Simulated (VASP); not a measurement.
# CsBr (Pm-3m) in VASP: single point with PBE

Aim: the single point of CsBr with PBE.

Everything below comes from runs of VASP 6.6.1. Logs are shortened: lines on timing, memory, paths and dates and some standing lists are left out, and cuts for length are marked.

## Step 1: The cell of the first run

Symmetry: Pm-3m, No. 221, cubic system. Conventional cell: a = 4.286 Å, b = 4.286 Å, c = 4.286 Å, α = 90.00°, β = 90.00°, γ = 90.00°. Within 4.9 Å of Cs (site symmetry m-3m) lie 8 Br at 3.71 Å and 6 Cs at 4.29 Å. Within 4.9 Å of Br (site symmetry m-3m) lie 8 Cs at 3.71 Å and 6 Br at 4.29 Å.

## Step 2: Single point, PBE

The input, INCAR:

```
PREC = Accurate
ENCUT = 500
EDIFF = 1E-6
ISMEAR = 0
SIGMA = 0.01
LREAL = F
LASPH = T
NELM = 120
ALGO = Normal
ISIF = 2
LWAVE = F
LCHARG = F
GGA = PE
NBANDS = 15
GGA_COMPAT = F
```

The input, KPOINTS:

```
Automatic mesh
0
Gamma
  5 5 5
```

The input, POSCAR:

```
CsBr
1.0
    4.2860000000      0.0000000000      0.0000000000
    0.0000000000      4.2860000000      0.0000000000
    0.0000000000      0.0000000000      4.2860000000
Cs Br
1 1
Direct
    0.0000000000      0.0000000000      0.0000000000
    0.5000000000      0.5000000000      0.5000000000
```

Potentials or basis: VASP PAW PBE potentials, release 64 (Cs_sv, Br).

On the command line:

```bash
> cat potpaw_PBE.64/Cs_sv/POTCAR potpaw_PBE.64/Br/POTCAR > POTCAR
> mpirun -np 1 vasp_std > vasp.out
```

OUTCAR:

```text
PREC = Accurate
   ENCUT = 500
   EDIFF = 1E-6
   ISMEAR = 0
   LREAL = F
   LASPH = T
   NELM = 120
   ISIF = 2
   GGA = PE

 ion  position               nearest neighbor table
   1  0.000  0.000  0.000-
   2  0.500  0.500  0.500-

  LATTYP: Found a simple cubic cell.
 ALAT       =     4.2860000000

  Lattice vectors:

 A1 = (   4.2860000000,   0.0000000000,   0.0000000000)
 A2 = (   0.0000000000,   4.2860000000,   0.0000000000)
 A3 = (   0.0000000000,   0.0000000000,   4.2860000000)

Analysis of symmetry for initial positions (statically):
=====================================================================
 Subroutine PRICEL returns:
 Original cell was already a primitive cell.

 Routine SETGRP: Setting up the symmetry group for a
 simple cubic supercell.

 Subroutine GETGRP returns: Found 48 space group operations
[... 9 lines left out ...]

 Routine SETGRP: Setting up the symmetry group for a
 simple cubic supercell.

 Subroutine GETGRP returns: Found 48 space group operations
[... 11 lines left out ...]
                                     Primitive cell

  volume of cell :      78.7329

  direct lattice vectors                    reciprocal lattice vectors
     4.286000000  0.000000000  0.000000000     0.233317779  0.000000000  0.000000000
     0.000000000  4.286000000  0.000000000     0.000000000  0.233317779  0.000000000
     0.000000000  0.000000000  4.286000000     0.000000000  0.000000000  0.233317779

  length of vectors
     4.286000000  4.286000000  4.286000000     0.233317779  0.233317779  0.233317779

  position of ions in fractional coordinates (direct lattice)
     0.000000000  0.000000000  0.000000000
     0.500000000  0.500000000  0.500000000

  ion indices of the primitive-cell ions
   primitive index   ion index
                 1           1
                 2           2

----------------------------------------------------------------------------------------

 KPOINTS: Automatic mesh

Automatic generation of k-mesh.
 Grid dimensions read from file:
 generate k-points for:    5    5    5

 Generating k-lattice:

  Cartesian coordinates                     Fractional coordinates (reciprocal lattice)
     0.046663556  0.000000000  0.000000000     0.200000000  0.000000000  0.000000000
     0.000000000  0.046663556  0.000000000     0.000000000  0.200000000  0.000000000
     0.000000000  0.000000000  0.046663556     0.000000000  0.000000000  0.200000000
[... 48 lines left out ...]
   ISIF   =      2    stress and relaxation
   ISYM   =      2    0-nonsym 1-usesym 2-fastsym
   POTIM  = 0.5000    time-step for ionic-motion
   TEBEG  =    0.0;   TEEND  =   0.0 temperature during run
   PSTRESS=    0.0 pullay stress
   NELECT =      16.0000    total number of electrons
   NUPDOWN=      -1.0000    fix difference up-down
   EMIN   =  10.00;   EMAX   =-10.00  energy-range for DOS
   EFERMI =   0.00;   METHOD = LEGACY
   ISMEAR =     0;   SIGMA  =   0.01  broadening in eV -4-tet -1-fermi 0-gaus
   EFERMI_NEDOS =   21; number of points for ismear=-14 and -15
   IALGO  =     38    algorithm
   IMIX   =      4    mixing-type and parameters
     AMIX     =   0.40;   BMIX     =  1.00
     AMIX_MAG =   1.60;   BMIX_MAG =  1.00
  volume/ion in A,a.u.               =      39.37       265.66
  Fermi-wavevector in a.u.,A,eV,Ry     =   0.962489  1.818841 12.604247  0.926386
  Thomas-Fermi vector in A             =   2.091953
   LORBIT       =      0    0 simple, 1 ext, 2 COOP (PROOUT), +10 PAW based schemes
   GGA     = PE    functional components
   LHFCALC =     F    Hartree Fock is set to
   AEXX    =    0.0000 exact exchange contribution
   IVDW    =     0    specifies the selected vdW correction
   LEPSILON=     F    determine dielectric tensor
   LRPA    =     F    only Hartree local field effects (RPA)
 non-spin polarized calculation
 Gauss-broadening in eV      SIGMA  =   0.01
  energy-cutoff  :      500.00
  volume of cell :       78.73
 maximum number of plane-waves:      2007
 NGX is ok and might be reduce to    32
   NGX = 15   NGY = 15   NGZ = 15

 number of electron      15.9999999 magnetization

 Free energy of the ion-electron system (eV)
  ---------------------------------------------------
  ext. energy  EPLUGINS =         0.00000000
  ---------------------------------------------------
  free energy    TOTEN  =        -6.00439086 eV

  energy without entropy =       -6.00439086  energy(sigma->0) =       -6.00439086

 E-fermi :  -0.2549     XC(G=0):  -8.0744

 val. band max:       -0.2980938092   @ k =   0.0000   0.0000   0.0000
 cond. band min:       4.2202319356   @ k =   0.0000   0.0000   0.0000
 fundamental gap:      4.5183257449
 Fermi energy:        -0.2548859461

 k-point     1 :       0.0000    0.0000    0.0000
  band No.  band energies     occupation
      1     -20.0749      2.00000
      2     -12.6653      2.00000
      3      -6.6680      2.00000
      4      -6.6680      2.00000
      5      -6.6680      2.00000
      6      -0.2981      2.00000
      7      -0.2981      2.00000
      8      -0.2981      2.00000
      9       4.2202      0.00000
     10       4.6159      0.00000
     11       4.6159      0.00000
     12       8.8258      0.00000
     13       8.8258      0.00000
     14       8.8258      0.00000
[... 149 lines left out ...]
      2     -12.5092      2.00000
      3      -7.0695      2.00000
      4      -7.0452      2.00000
      5      -7.0452      2.00000
      6      -1.3470      2.00000
      7      -1.3470      2.00000
      8      -1.1883      2.00000
      9       6.9568      0.00000
     10       7.7093      0.00000
     11       7.7093      0.00000
     12       8.5544      0.00000
     13       8.5544      0.00000
     14       8.6313      0.00000
     15      11.5516      0.00000

------------------------ aborting loop because EDIFF is reached ----------------------------------------

  FORCE on cell =-STRESS in cart. coord.  units (eV):
  Direction    XX          YY          ZZ          XY          YZ          ZX
  --------------------------------------------------------------------------------------
  -------------------------------------------------------------------------------------
  Total        0.5409115      0.5409115      0.5409115      0.0000000      0.0000000     -0.0000000
  in kB       11.0072864     11.0072864     11.0072864      0.0000000      0.0000000     -0.0000000
  external PRESSURE =      11.0072864 kB  Pullay stress =       0.0000000 kB

 VOLUME and BASIS-vectors are now :
 -----------------------------------------------------------------------------
  energy-cutoff  :      500.00
  volume of cell :       78.73
      direct lattice vectors                 reciprocal lattice vectors
     4.286000000  0.000000000  0.000000000     0.233317779  0.000000000  0.000000000
     0.000000000  4.286000000  0.000000000     0.000000000  0.233317779  0.000000000
     0.000000000  0.000000000  4.286000000     0.000000000  0.000000000  0.233317779

 POSITION                                       TOTAL-FORCE (eV/Angst)
 -----------------------------------------------------------------------------------
      0.00000      0.00000      0.00000         0.000000      0.000000      0.000000
      2.14300      2.14300      2.14300         0.000000      0.000000      0.000000
 -----------------------------------------------------------------------------------
    total drift:                                0.000000      0.000000     -0.000000

  FREE ENERGIE OF THE ION-ELECTRON SYSTEM (eV)
  ---------------------------------------------------
  free  energy   TOTEN  =        -6.0043908616 eV

  energy  without entropy=       -6.0043908616  energy(sigma->0) =       -6.00439086
```

OSZICAR:

```text
N       E                     dE             d eps       ncg     rms          rms(c)
DAV:   1     0.886123986597E+02    0.88612E+02   -0.63392E+03   300   0.873E+02
DAV:   2     0.626514647879E+00   -0.87986E+02   -0.81636E+02   446   0.153E+02
DAV:   3    -0.620649199756E+01   -0.68330E+01   -0.68050E+01   384   0.464E+01
DAV:   4    -0.626693691935E+01   -0.60445E-01   -0.60437E-01   356   0.518E+00
DAV:   5    -0.626725287732E+01   -0.31596E-03   -0.31596E-03   398   0.391E-01    0.180E+00
DAV:   6    -0.603806271263E+01    0.22919E+00   -0.21546E-01   342   0.246E+00    0.105E+00
DAV:   7    -0.600140266675E+01    0.36660E-01   -0.12547E-01   363   0.182E+00    0.604E-01
DAV:   8    -0.600445482673E+01   -0.30522E-02   -0.13191E-02   335   0.671E-01    0.110E-01
DAV:   9    -0.600429595231E+01    0.15887E-03   -0.13042E-03   384   0.195E-01    0.662E-02
DAV:  10    -0.600438702152E+01   -0.91069E-04   -0.18384E-04   314   0.887E-02    0.161E-02
DAV:  11    -0.600439184601E+01   -0.48245E-05   -0.27076E-05   328   0.308E-02    0.934E-03
DAV:  12    -0.600439072507E+01    0.11209E-05   -0.41427E-06   335   0.121E-02    0.165E-03
DAV:  13    -0.600439086158E+01   -0.13650E-06   -0.38944E-07   157   0.345E-03
   1 F= -.60043909E+01 E0= -.60043909E+01  d E =-.105611E-11
```

stdout:

```text
POSCAR found type information on POSCAR CsBr
 POSCAR found :  2 types and       2 ions
 scaLAPACK will be used
 LDA part: xc-table for (Slater+PW92), standard interpolation
 POSCAR, INCAR and KPOINTS ok, starting setup
 FFT: planning ... GRIDC
 FFT: planning ... GRID_SOFT
 FFT: planning ... GRID
 WAVECAR not read
 entering main loop
```

Run time: 26 s. Hardware: 1 thread of AMD EPYC 7R13, shared host; peak memory 0.14 GiB.

What came out:

| Quantity | Value |
| --- | --- |
| Free energy | -6.0044 eV |
| Pressure | 1.1 GPa |
| Band gap on the k mesh | 4.52 eV, direct |

Caveat: spin-orbit coupling is left out, which moves the levels of the heavy elements.
